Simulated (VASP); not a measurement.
# CuO (P-6m2) in VASP: settings compared

CuO is run at these levels: LDA, PBEsol, BLYP, r2SCAN; tasks: single point.

Program: VASP 6.6.1. These are calculated values, not measurements. Logs are shortened: lines on timing, memory, paths and dates and some standing lists are left out, and cuts for length are marked.

## (1) The cell of the first run

Symmetry: P-6m2, No. 187, hexagonal system. Conventional cell: a = 2.795 Å, b = 2.795 Å, c = 2.620 Å, α = 90.00°, β = 90.00°, γ = 120.00°. Within 2.8 Å of Cu (site symmetry -6m2) lie 6 O at 2.08 Å and 8 Cu at 2.62 to 2.80 Å. Within 2.8 Å of O (site symmetry -6m2) lie 6 Cu at 2.08 Å and 8 O at 2.62 to 2.80 Å.

## (2) Single point, LDA

INCAR reads:

```
ALGO = Normal
EDIFF = 1E-7
ENCUT = 520
ISIF = 2
ISMEAR = -1
LASPH = T
LCHARG = F
LREAL = F
LWAVE = F
NBANDS = 16
NELM = 60
PREC = Accurate
SIGMA = 0.05
```

KPOINTS reads:

```
k-points
0
Gamma
  11 11 10
```

POSCAR reads:

```
CuO
1.0
    2.7951916665     -0.0000000028      0.0000000000
   -1.3975958308      2.4207069931      0.0000000000
    0.0000000000      0.0000000000      2.6197910089
Cu O
1 1
Direct
    0.0000000000      0.0000000000      0.0000000000
    0.6666666667      0.3333333333      0.5000000000
```

Potentials or basis: VASP PAW LDA potentials, release 64 (Cu, O).

Command:

```
$ cat potpaw_LDA.64/Cu/POTCAR potpaw_LDA.64/O/POTCAR > POTCAR
$ mpirun -np 1 vasp_std > vasp.out
```

OUTCAR:

```text
EDIFF = 1E-7
   ENCUT = 520
   ISIF = 2
   ISMEAR = -1
   LASPH = T
   LREAL = F
   NELM = 60
   PREC = Accurate

 ion  position               nearest neighbor table
   1  0.000  0.000  0.000-   2 2.08   2 2.08   2 2.08   2 2.08   2 2.08   2 2.08
   2  0.667  0.333  0.500-   1 2.08   1 2.08   1 2.08   1 2.08   1 2.08   1 2.08

  LATTYP: Found a hexagonal cell.
 ALAT       =     2.7951916665
 C/A-ratio  =     0.9372491483

  Lattice vectors:

 A1 = (   2.7951916665,  -0.0000000028,   0.0000000000)
 A2 = (  -1.3975958308,   2.4207069931,   0.0000000000)
 A3 = (   0.0000000000,   0.0000000000,   2.6197910089)

Analysis of symmetry for initial positions (statically):
=====================================================================
 Subroutine PRICEL returns:
 Original cell was already a primitive cell.

 Routine SETGRP: Setting up the symmetry group for a
 hexagonal supercell.

 Subroutine GETGRP returns: Found 12 space group operations
 (whereof 12 operations were pure point group operations)
 out of a pool of 24 trial point group operations.

The static configuration has the point symmetry D_3h.

Analysis of symmetry for dynamics (positions and initial velocities):
=====================================================================
 Subroutine PRICEL returns:
 Original cell was already a primitive cell.

 Routine SETGRP: Setting up the symmetry group for a
 hexagonal supercell.

 Subroutine GETGRP returns: Found 12 space group operations
 (whereof 12 operations were pure point group operations)
 out of a pool of 24 trial point group operations.

The dynamic configuration has the point symmetry D_3h.

 Subroutine INISYM returns: Found 12 space group operations
 (whereof 12 operations are pure point group operations),
 and found     1 'primitive' translations

----------------------------------------------------------------------------------------

                                     Primitive cell

  volume of cell :      17.7264

  direct lattice vectors                    reciprocal lattice vectors
     2.795191667 -0.000000003  0.000000000     0.357757220  0.206551227  0.000000000
    -1.397595831  2.420706993  0.000000000     0.000000000  0.413102455  0.000000000
     0.000000000  0.000000000  2.619791009     0.000000000  0.000000000  0.381709837

  length of vectors
     2.795191667  2.795191667  2.619791009     0.413102455  0.413102455  0.381709837

  position of ions in fractional coordinates (direct lattice)
     0.000000000  0.000000000  0.000000000
     0.666666667  0.333333333  0.500000000

  ion indices of the primitive-cell ions
   primitive index   ion index
                 1           1
                 2           2

----------------------------------------------------------------------------------------

 KPOINTS: k-points

Automatic generation of k-mesh.
 Grid dimensions read from file:
 generate k-points for:   11   11   10

 Generating k-lattice:

  Cartesian coordinates                     Fractional coordinates (reciprocal lattice)
     0.032523384  0.018777384  0.000000000     0.090909091  0.000000000  0.000000000
     0.000000000  0.037554769  0.000000000     0.000000000  0.090909091  0.000000000
     0.000000000  0.000000000  0.038170984     0.000000000  0.000000000  0.100000000

  Length of vectors
     0.037554769  0.037554769  0.038170984

  Shift w.r.t. Gamma in fractional coordinates (k-lattice)
     0.000000000  0.000000000  0.000000000

 Subroutine IBZKPT returns following result:
 ===========================================

 Found     96 irreducible k-points:

 Following reciprocal coordinates:
            Coordinates               Weight
  0.000000  0.000000  0.000000      1.000000
  0.090909  0.000000  0.000000      6.000000
  0.181818  0.000000  0.000000      6.000000
  0.272727  0.000000  0.000000      6.000000
  0.363636  0.000000  0.000000      6.000000
  0.454545  0.000000  0.000000      6.000000
[... 16 lines left out ...]
  0.090909  0.090909  0.100000     12.000000
  0.181818  0.090909  0.100000     24.000000
 [... further k-points ...]
   k-points           NKPTS =     96   k-points in BZ     NKDIM =     96   number of bands    NBANDS=     16
   number of dos      NEDOS =    301   number of ions     NIONS =      2
   total plane-waves  NPLWV =  11520
   dimension x,y,z NGX =    24 NGY =   24 NGZ =   20
   dimension x,y,z NGXF=    48 NGYF=   48 NGZF=   40
   ions per type =               1   1
   NGX,Y,Z   is equivalent  to a cutoff of  14.27, 14.27, 12.69 a.u.
   NGXF,Y,Z  is equivalent  to a cutoff of  28.55, 28.55, 25.38 a.u.
 SYSTEM =  unknown system
   PREC   = accura    normal or accurate (medium, high low for compatibility)
   ISTART =      0    job   : 0-new  1-cont  2-samecut
   ICHARG =      2    charge: 1-file 2-atom 10-const
   ISPIN  =      1    spin polarized calculation?
   LNONCOLLINEAR =      F non collinear calculations
   LSORBIT =      F    spin-orbit coupling
   LASPH  =      T    aspherical Exc in radial PAW
   ENCUT  =  520.0 eV  38.22 Ry    6.18 a.u.   5.20  5.20  4.87*2*pi/ulx,y,z
   NELM   =     60;   NELMIN=  2; NELMDL= -5     # of ELM steps
   EDIFF  = 0.1E-06   stopping-criterion for ELM
   LREAL  =      F    real-space projection
   EDIFFG = 0.1E-05   stopping-criterion for IOM
   NSW    =      0    number of steps for IOM
   IBRION =     -1    ionic relax: 0-MD 1-quasi-New 2-CG
   NFREE  =      0    steps in history (QN), initial steepest desc. (CG)
   ISIF   =      2    stress and relaxation
   ISYM   =      2    0-nonsym 1-usesym 2-fastsym
   POTIM  = 0.5000    time-step for ionic-motion
   TEBEG  =    0.0;   TEEND  =   0.0 temperature during run
   PSTRESS=    0.0 pullay stress
   NELECT =      17.0000    total number of electrons
   NUPDOWN=      -1.0000    fix difference up-down
   EMIN   =  10.00;   EMAX   =-10.00  energy-range for DOS
   EFERMI =   0.00;   METHOD = LEGACY
   ISMEAR =    -1;   SIGMA  =   0.05  broadening in eV -4-tet -1-fermi 0-gaus
   EFERMI_NEDOS =   21; number of points for ismear=-14 and -15
   IALGO  =     38    algorithm
   IMIX   =      4    mixing-type and parameters
     AMIX     =   0.40;   BMIX     =  1.00
     AMIX_MAG =   1.60;   BMIX_MAG =  1.00
  volume/ion in A,a.u.               =       8.86        59.81
  Fermi-wavevector in a.u.,A,eV,Ry     =   1.614424  3.050819 35.461754  2.606365
  Thomas-Fermi vector in A             =   2.709335
   LORBIT       =      0    0 simple, 1 ext, 2 COOP (PROOUT), +10 PAW based schemes
   GGA     = CA    functional components
   LHFCALC =     F    Hartree Fock is set to
   AEXX    =    0.0000 exact exchange contribution
   IVDW    =     0    specifies the selected vdW correction
   LEPSILON=     F    determine dielectric tensor
   LRPA    =     F    only Hartree local field effects (RPA)
 non-spin polarized calculation
  energy-cutoff  :      520.00
  volume of cell :       17.73
 maximum number of plane-waves:       489
 NGX is ok and might be reduce to    24
   NGX = 11   NGY = 11   NGZ =  9

 number of electron      17.0000001 magnetization

 Free energy of the ion-electron system (eV)
  ---------------------------------------------------
  ext. energy  EPLUGINS =         0.00000000
  ---------------------------------------------------
  free energy    TOTEN  =       -11.02525854 eV

  energy without entropy =      -11.00311957  energy(sigma->0) =      -11.01418906

 E-fermi :   6.6566     XC(G=0): -13.3246

 val. band max:        6.6481381668   @ k =   0.3636   0.0000   0.3000
 cond. band min:       6.6574723766   @ k =   0.2727   0.0000   0.3000
 fundamental gap:      0.0093342098
 Fermi energy:         6.6566304611

 k-point     1 :       0.0000    0.0000    0.0000
  band No.  band energies     occupation
      1     -13.1015      2.00000
      2       2.4286      2.00000
      3       2.4286      2.00000
      4       3.0327      2.00000
      5       4.0348      2.00000
      6       4.7141      2.00000
[... 8 lines left out ...]
     15      27.9469      0.00000
     16      33.9699      0.00000

 k-point     2 :       0.0909    0.0000    0.0000
  band No.  band energies     occupation
      1     -13.0049      2.00000
      2       2.0906      2.00000
      3       2.4786      2.00000
      4       3.0994      2.00000
      5       3.6841      2.00000
      6       4.7046      2.00000
[... 8 lines left out ...]
     15      29.3406      0.00000
     16      33.7675      0.00000

 k-point     3 :       0.1818    0.0000    0.0000
  band No.  band energies     occupation
      1     -12.7344      2.00000
      2       1.2704      2.00000
      3       2.6189      2.00000
      4       3.2116      2.00000
      5       3.2309      2.00000
      6       4.6793      2.00000
[... 8 lines left out ...]
     15      30.7512      0.00000
     16      33.8877      0.00000

 k-point     4 :       0.2727    0.0000    0.0000
  band No.  band energies     occupation
      1     -12.3510      2.00000
      2       0.2918      2.00000
      3       2.8203      2.00000
      4       2.8305      2.00000
      5       3.3357      2.00000
      6       4.6462      2.00000
[... 8 lines left out ...]
     15      30.7329      0.00000
     16      34.3967      0.00000
[... 324 lines left out ...]
 k-point    22 :       0.4545    0.0000    0.1000
  band No.  band energies     occupation
      1     -11.6428      2.00000
      2      -0.9439      2.00000
      3       2.2065      2.00000
      4       2.9242      2.00000
      5       3.4795      2.00000
      6       4.7575      2.00000
[... 8 lines left out ...]
     15      32.2856      0.00000
     16      34.1956      0.00000

 k-point    23 :       0.0909    0.0909    0.1000
  band No.  band energies     occupation
      1     -12.7197      2.00000
      2       1.6175      2.00000
      3       2.4653      2.00000
      4       2.5905      2.00000
      5       3.6327      2.00000
      6       4.5813      2.00000
[... 8 lines left out ...]
     15      30.9076      0.00000
     16      32.8281      0.00000

 k-point    24 :       0.1818    0.0909    0.1000
  band No.  band energies     occupation
      1     -12.4009      2.00000
      2       0.7959      2.00000
      3       2.4042      2.00000
      4       2.6458      2.00000
      5       3.5564      2.00000
      6       4.5614      2.00000
[... 8 lines left out ...]
     15      30.8917      0.00000
     16      33.1506      0.00000

 [... further k-points ...]

------------------------ aborting loop because EDIFF is reached ----------------------------------------

  FORCE on cell =-STRESS in cart. coord.  units (eV):
  Direction    XX          YY          ZZ          XY          YZ          ZX
  --------------------------------------------------------------------------------------
  -------------------------------------------------------------------------------------
  Total        0.0722393      0.0722393      0.0690273      0.0000000     -0.0000000      0.0000000
  in kB        6.5292538      6.5292538      6.2389447      0.0000000     -0.0000000      0.0000000
  external PRESSURE =       6.4324841 kB  Pullay stress =       0.0000000 kB

 VOLUME and BASIS-vectors are now :
 -----------------------------------------------------------------------------
  energy-cutoff  :      520.00
  volume of cell :       17.73
      direct lattice vectors                 reciprocal lattice vectors
     2.795191667 -0.000000003  0.000000000     0.357757220  0.206551227  0.000000000
    -1.397595831  2.420706993  0.000000000     0.000000000  0.413102455  0.000000000
     0.000000000  0.000000000  2.619791009     0.000000000  0.000000000  0.381709837

 POSITION                                       TOTAL-FORCE (eV/Angst)
 -----------------------------------------------------------------------------------
      0.00000      0.00000      0.00000         0.000000     -0.000000      0.000000
      1.39760      0.80690      1.30990         0.000000      0.000000      0.000000
 -----------------------------------------------------------------------------------
    total drift:                               -0.000000      0.000000      0.000000

  FREE ENERGIE OF THE ION-ELECTRON SYSTEM (eV)
  ---------------------------------------------------
  free  energy   TOTEN  =       -11.0252585435 eV

  energy  without entropy=      -11.0031195747  energy(sigma->0) =      -11.01418906
```

Run time: 21 s. Hardware: 1 thread of Intel Xeon 8259CL, shared host; peak memory 0.14 GiB.

What came out:

| Property | Result |
| --- | --- |
| Free energy | -11.0253 eV |
| Pressure | 0.6 GPa |
| Band gap on the k mesh | zero (an odd number of electrons rules out a gap without spin polarisation) |

Caveat: an odd number of electrons without spin polarisation forces a metal; a magnetic or distorted state may lie lower; semilocal functionals often make such compounds metallic where correlation or magnetic order opens a gap, which also shifts bond lengths. With open d or f shells a metallic result of LDA can be an artefact of self-interaction; +U or a hybrid may open a gap.

[end of part 1 of 3]
